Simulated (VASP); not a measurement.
# GaCuSe2 (P4/mmm) in VASP: notebook

Runs on GaCuSe2. Level: PBE. Tasks: single point.

All numbers are computed with VASP 6.6.1; they aren't measurements. Logs are shortened: lines on timing, memory, paths and dates and some standing lists are left out, and cuts for length are marked.

### 1 The cell of the first run

It takes space group P4/mmm (No. 123, tetragonal). Conventional cell: a = 3.697 Å, b = 3.697 Å, c = 5.158 Å, α = 90.00°, β = 90.00°, γ = 90.00°. Within 3.4 Å of Se (site symmetry 4/mmm) lie 2 Ga at 2.58 Å and 4 Cu at 2.61 Å. Se (site symmetry 4/mmm) has 2 Cu at 2.58 Å and 4 Ga at 2.61 Å within 3.4 Å. Ga (site symmetry 4/mmm) has 6 Se at 2.58 to 2.61 Å within 3.4 Å. Cu (site symmetry 4/mmm) has 6 Se at 2.58 to 2.61 Å within 3.4 Å.

### 2 Single point, PBE

File INCAR:

```
SYSTEM = GaCuSe2
PREC = Accurate
ENCUT = 520
EDIFF = 1E-6
ISMEAR = -1
SIGMA = 0.05
LREAL = .False.
LASPH = .True.
NELM = 80
ALGO = Normal
ISIF = 2
LWAVE = .False.
LCHARG = .True.
GGA = PE
LELF = .True.
LVHAR = .True.
NBANDS = 26
```

File KPOINTS:

```
regular mesh
0
Gamma
  7 7 5
  0 0 0
```

File POSCAR:

```
GaCuSe2
1.0
    3.6973654821      0.0000000000      0.0000000000
    0.0000000000      3.6973654821      0.0000000000
    0.0000000000      0.0000000000      5.1583936736
Se Ga Cu
2 1 1
Direct
    0.5000000000      0.5000000000      0.0000000000
    0.0000000000      0.0000000000      0.5000000000
    0.5000000000      0.5000000000      0.5000000000
    0.0000000000      0.0000000000      0.0000000000
```

Potentials or basis: VASP PAW PBE potentials, release 64 (Se, Ga_d, Cu).

Launch:

```bash
cat potpaw_PBE.64/Se/POTCAR potpaw_PBE.64/Ga_d/POTCAR potpaw_PBE.64/Cu/POTCAR > POTCAR
mpirun -np 1 vasp_std > vasp.out
```

OUTCAR:

```text
SYSTEM = GaCuSe2
   PREC = Accurate
   ENCUT = 520
   EDIFF = 1E-6
   ISMEAR = -1
   LREAL = .False.
   LASPH = .True.
   NELM = 80
   ISIF = 2
   GGA = PE

 ion  position               nearest neighbor table
   1  0.500  0.500  0.000-   3 2.58   3 2.58   4 2.61   4 2.61   4 2.61   4 2.61
   2  0.000  0.000  0.500-   4 2.58   4 2.58   3 2.61   3 2.61   3 2.61   3 2.61
   3  0.500  0.500  0.500-   1 2.58   1 2.58   2 2.61   2 2.61   2 2.61   2 2.61
   4  0.000  0.000  0.000-   2 2.58   2 2.58   1 2.61   1 2.61   1 2.61   1 2.61

  LATTYP: Found a simple tetragonal cell.
 ALAT       =     3.6973654821
 C/A-ratio  =     1.3951538463

  Lattice vectors:

 A1 = (   3.6973654821,   0.0000000000,   0.0000000000)
 A2 = (   0.0000000000,   3.6973654821,   0.0000000000)
 A3 = (   0.0000000000,   0.0000000000,   5.1583936736)

Analysis of symmetry for initial positions (statically):
=====================================================================
 Subroutine PRICEL returns:
 Original cell was already a primitive cell.

 Routine SETGRP: Setting up the symmetry group for a
 simple tetragonal supercell.

 Subroutine GETGRP returns: Found 16 space group operations
 (whereof 16 operations were pure point group operations)
 out of a pool of 16 trial point group operations.

The static configuration has the point symmetry D_4h.

Analysis of symmetry for dynamics (positions and initial velocities):
=====================================================================
 Subroutine PRICEL returns:
 Original cell was already a primitive cell.

 Routine SETGRP: Setting up the symmetry group for a
 simple tetragonal supercell.

 Subroutine GETGRP returns: Found 16 space group operations
 (whereof 16 operations were pure point group operations)
 out of a pool of 16 trial point group operations.

The dynamic configuration has the point symmetry D_4h.

 Subroutine INISYM returns: Found 16 space group operations
 (whereof 16 operations are pure point group operations),
 and found     1 'primitive' translations

----------------------------------------------------------------------------------------

                                     Primitive cell

  volume of cell :      70.5179

  direct lattice vectors                    reciprocal lattice vectors
     3.697365482  0.000000000  0.000000000     0.270462848  0.000000000  0.000000000
     0.000000000  3.697365482  0.000000000     0.000000000  0.270462848  0.000000000
     0.000000000  0.000000000  5.158393674     0.000000000  0.000000000  0.193858799

  length of vectors
     3.697365482  3.697365482  5.158393674     0.270462848  0.270462848  0.193858799

  position of ions in fractional coordinates (direct lattice)
     0.500000000  0.500000000  0.000000000
     0.000000000  0.000000000  0.500000000
     0.500000000  0.500000000  0.500000000
     0.000000000  0.000000000  0.000000000

  ion indices of the primitive-cell ions
   primitive index   ion index
                 1           1
                 2           2
                 3           3
                 4           4

----------------------------------------------------------------------------------------

 KPOINTS: regular mesh

Automatic generation of k-mesh.
 Grid dimensions read from file:
 generate k-points for:    7    7    5

 Generating k-lattice:

  Cartesian coordinates                     Fractional coordinates (reciprocal lattice)
     0.038637550  0.000000000  0.000000000     0.142857143  0.000000000  0.000000000
     0.000000000  0.038637550  0.000000000     0.000000000  0.142857143  0.000000000
     0.000000000  0.000000000  0.038771760     0.000000000  0.000000000  0.200000000

  Length of vectors
     0.038637550  0.038637550  0.038771760

  Shift w.r.t. Gamma in fractional coordinates (k-lattice)
     0.000000000  0.000000000  0.000000000

 Subroutine IBZKPT returns following result:
 ===========================================

 Found     30 irreducible k-points:

 Following reciprocal coordinates:
            Coordinates               Weight
  0.000000  0.000000  0.000000      1.000000
  0.142857  0.000000  0.000000      4.000000
  0.285714  0.000000  0.000000      4.000000
  0.428571  0.000000  0.000000      4.000000
  0.142857  0.142857  0.000000      4.000000
  0.285714  0.142857  0.000000      8.000000
[... 16 lines left out ...]
  0.285714  0.000000  0.400000      8.000000
  0.428571  0.000000  0.400000      8.000000
 [... further k-points ...]
   k-points           NKPTS =     30   k-points in BZ     NKDIM =     30   number of bands    NBANDS=     26
   number of dos      NEDOS =    301   number of ions     NIONS =      4
   total plane-waves  NPLWV =  31360
   dimension x,y,z NGX =    28 NGY =   28 NGZ =   40
   dimension x,y,z NGXF=    56 NGYF=   56 NGZF=   80
   ions per type =               2   1   1
   NGX,Y,Z   is equivalent  to a cutoff of  12.59, 12.59, 12.89 a.u.
   NGXF,Y,Z  is equivalent  to a cutoff of  25.18, 25.18, 25.78 a.u.
 SYSTEM =  GaCuSe2
   PREC   = accura    normal or accurate (medium, high low for compatibility)
   ISTART =      0    job   : 0-new  1-cont  2-samecut
   ICHARG =      2    charge: 1-file 2-atom 10-const
   ISPIN  =      1    spin polarized calculation?
   LNONCOLLINEAR =      F non collinear calculations
   LSORBIT =      F    spin-orbit coupling
   LASPH  =      T    aspherical Exc in radial PAW
   ENCUT  =  520.0 eV  38.22 Ry    6.18 a.u.   6.87  6.87  9.59*2*pi/ulx,y,z
   NELM   =     80;   NELMIN=  2; NELMDL= -5     # of ELM steps
   EDIFF  = 0.1E-05   stopping-criterion for ELM
   LREAL  =      F    real-space projection
   EDIFFG = 0.1E-04   stopping-criterion for IOM
   NSW    =      0    number of steps for IOM
   IBRION =     -1    ionic relax: 0-MD 1-quasi-New 2-CG
   NFREE  =      0    steps in history (QN), initial steepest desc. (CG)
   ISIF   =      2    stress and relaxation
   ISYM   =      2    0-nonsym 1-usesym 2-fastsym
   POTIM  = 0.5000    time-step for ionic-motion
   TEBEG  =    0.0;   TEEND  =   0.0 temperature during run
   PSTRESS=    0.0 pullay stress
   NELECT =      36.0000    total number of electrons
   NUPDOWN=      -1.0000    fix difference up-down
   EMIN   =  10.00;   EMAX   =-10.00  energy-range for DOS
   EFERMI =   0.00;   METHOD = LEGACY
   ISMEAR =    -1;   SIGMA  =   0.05  broadening in eV -4-tet -1-fermi 0-gaus
   EFERMI_NEDOS =   21; number of points for ismear=-14 and -15
   IALGO  =     38    algorithm
   IMIX   =      4    mixing-type and parameters
     AMIX     =   0.40;   BMIX     =  1.00
     AMIX_MAG =   1.60;   BMIX_MAG =  1.00
  volume/ion in A,a.u.               =      17.63       118.97
  Fermi-wavevector in a.u.,A,eV,Ry     =   1.308406  2.472529 23.292177  1.711927
  Thomas-Fermi vector in A             =   2.439075
   LORBIT       =      0    0 simple, 1 ext, 2 COOP (PROOUT), +10 PAW based schemes
   GGA     = PE    functional components
   LHFCALC =     F    Hartree Fock is set to
   AEXX    =    0.0000 exact exchange contribution
   IVDW    =     0    specifies the selected vdW correction
   LEPSILON=     F    determine dielectric tensor
   LRPA    =     F    only Hartree local field effects (RPA)
 non-spin polarized calculation
  energy-cutoff  :      520.00
  volume of cell :       70.52
 maximum number of plane-waves:      1914
 NGX is ok and might be reduce to    28
   NGX = 13   NGY = 13   NGZ = 19

 number of electron      36.0000015 magnetization

 Free energy of the ion-electron system (eV)
  ---------------------------------------------------
  ext. energy  EPLUGINS =         0.00000000
  ---------------------------------------------------
  free energy    TOTEN  =       -14.50986717 eV

  energy without entropy =      -14.49912309  energy(sigma->0) =      -14.50449513

 E-fermi :   6.1337     XC(G=0): -10.9589

 val. band max:        6.0872642196   @ k =   0.2857   0.0000   0.4000
 cond. band min:       6.2414478379   @ k =   0.4286   0.1429   0.4000
 fundamental gap:      0.1541836182
 Fermi energy:         6.1337321325

 k-point     1 :       0.0000    0.0000    0.0000
  band No.  band energies     occupation
      1      -9.4420      2.00000
      2      -9.1865      2.00000
      3      -9.1799      2.00000
      4      -9.1526      2.00000
      5      -9.1276      2.00000
      6      -9.1276      2.00000
[... 18 lines left out ...]
     25      14.3045      0.00000
     26      14.4771      0.00000

 k-point     2 :       0.1429    0.0000    0.0000
  band No.  band energies     occupation
      1      -9.4085      2.00000
      2      -9.1891      2.00000
      3      -9.1810      2.00000
      4      -9.1317      2.00000
      5      -9.1272      2.00000
      6      -9.0101      2.00000
[... 18 lines left out ...]
     25      14.1936      0.00000
     26      15.1489      0.00000

 k-point     3 :       0.2857    0.0000    0.0000
  band No.  band energies     occupation
      1      -9.3616      2.00000
      2      -9.2095      2.00000
      3      -9.1687      2.00000
      4      -9.1409      2.00000
      5      -9.1263      2.00000
      6      -8.5677      2.00000
[... 18 lines left out ...]
     25      14.5369      0.00000
     26      14.7163      0.00000

 k-point     4 :       0.4286    0.0000    0.0000
  band No.  band energies     occupation
      1      -9.3340      2.00000
      2      -9.2258      2.00000
      3      -9.1585      2.00000
      4      -9.1482      2.00000
      5      -9.1256      2.00000
      6      -7.9387      2.00000
[... 18 lines left out ...]
     25      13.1259      0.00000
     26      13.9683      0.00000
[... 496 lines left out ...]
      1      -9.3829      2.00000
      2      -9.1890      2.00000
      3      -9.1805      2.00000
      4      -9.1346      2.00000
      5      -9.1292      2.00000
      6      -8.4029      2.00000
[... 18 lines left out ...]
     25      12.9885      0.00000
     26      14.3583      0.00000

 k-point    23 :       0.2857    0.0000    0.4000
  band No.  band energies     occupation
      1      -9.2962      2.00000
      2      -9.2095      2.00000
      3      -9.1657      2.00000
      4      -9.1449      2.00000
      5      -9.1283      2.00000
      6      -8.0942      2.00000
[... 18 lines left out ...]
     25      13.1891      0.00000
     26      13.9674      0.00000

 k-point    24 :       0.4286    0.0000    0.4000
  band No.  band energies     occupation
      1      -9.2452      2.00000
      2      -9.2258      2.00000
      3      -9.1527      2.00000
      4      -9.1512      2.00000
      5      -9.1276      2.00000
      6      -7.7185      2.00000
[... 18 lines left out ...]
     25      11.9245      0.00000
     26      14.5572      0.00000

 [... further k-points ...]
[... 5 lines left out ...]
  --------------------------------------------------------------------------------------
  -------------------------------------------------------------------------------------
  Total        2.5394333      2.5394333      2.4054560      0.0000000      0.0000000     -0.0000000
  in kB       57.6963230     57.6963230     54.6523393      0.0000000      0.0000000     -0.0000000
  external PRESSURE =      56.6816618 kB  Pullay stress =       0.0000000 kB

 VOLUME and BASIS-vectors are now :
 -----------------------------------------------------------------------------
  energy-cutoff  :      520.00
  volume of cell :       70.52
      direct lattice vectors                 reciprocal lattice vectors
     3.697365482  0.000000000  0.000000000     0.270462848  0.000000000  0.000000000
     0.000000000  3.697365482  0.000000000     0.000000000  0.270462848  0.000000000
     0.000000000  0.000000000  5.158393674     0.000000000  0.000000000  0.193858799

 POSITION                                       TOTAL-FORCE (eV/Angst)
 -----------------------------------------------------------------------------------
      1.84868      1.84868      0.00000         0.000000      0.000000      0.000000
      0.00000      0.00000      2.57920         0.000000      0.000000      0.000000
      1.84868      1.84868      2.57920         0.000000      0.000000      0.000000
      0.00000      0.00000      0.00000         0.000000      0.000000      0.000000
 -----------------------------------------------------------------------------------
    total drift:                                0.000000      0.000000      0.000000

  FREE ENERGIE OF THE ION-ELECTRON SYSTEM (eV)
  ---------------------------------------------------
  free  energy   TOTEN  =       -14.5098671703 eV

  energy  without entropy=      -14.4991230914  energy(sigma->0) =      -14.50449513
```

Wall time 1.9 min (1 thread of AMD EPYC 7R13 (Zen 3), shared host); peak memory 0.17 GiB.

Results:

```yaml
Free_energy: -14.5099 eV
Pressure: 5.7 GPa
Band_gap_on_the_k_mesh: zero (band 18 reaches 6.53 eV, above the bottom of band 19 at 4.28 eV)
```

Stress tensor (GPa, compression positive):
```
5.77 0.00 0.00
0.00 5.77 0.00
0.00 0.00 5.47
```

With open d or f shells a metallic result of PBE can be an artefact of self-interaction; +U or a hybrid may open a gap.

### 3 Single point, PBE

This run uses another cell than the first one, of 18.00 Å³/atom, 1.021 times its volume.

File INCAR:

```
ALGO = Normal
EDIFF = 1E-6
ENCUT = 520
GGA = PE
ISIF = 2
ISMEAR = -1
LASPH = T
LCHARG = F
LREAL = F
LWAVE = F
NBANDS = 26
NELM = 100
PREC = Accurate
SIGMA = 0.05
```

File KPOINTS:

```
k-points
0
Gamma
  7 7 5
```

File POSCAR:

```
GaCuSe2
1.0
    3.7234041251      0.0000000000      0.0000000000
    0.0000000000      3.7234041251      0.0000000000
    0.0000000000      0.0000000000      5.1947215865
Se Ga Cu
2 1 1
Direct
    0.5000000000      0.5000000000      0.0000000000
    0.0000000000      0.0000000000      0.5000000000
    0.5000000000      0.5000000000      0.5000000000
    0.0000000000      0.0000000000      0.0000000000
```

Potentials or basis: VASP PAW PBE potentials, release 64 (Se, Ga_d, Cu).

Launch:

```bash
cat potpaw_PBE.64/Se/POTCAR potpaw_PBE.64/Ga_d/POTCAR potpaw_PBE.64/Cu/POTCAR > POTCAR
mpirun -np 1 vasp_std > vasp.out
```

Wall time 1.8 min (1 thread of AMD EPYC 7R13 (Zen 3), shared host); peak memory 0.18 GiB.

It converged, with:

- Free energy: -14.5540 eV
- Pressure: 3.6 GPa
- Band gap on the k mesh: zero (band 18 reaches 6.26 eV, above the bottom of band 19 at 4.05 eV)

Stress tensor (GPa, compression positive):
```
3.80 0.00 0.00
0.00 3.80 0.00
0.00 0.00 3.34
```

Levels at points of the mesh, in eV from the Fermi level:
| k point | band 16 | band 17 | band 18 | band 19 | band 20 | band 21 |
| --- | --- | --- | --- | --- | --- | --- |
| (0.00, 0.00, 0.00) | -2.32 | -1.32 | -1.08 | -1.08 | 1.38 | 3.98 |

With open d or f shells a metallic result of PBE can be an artefact of self-interaction; +U or a hybrid may open a gap.
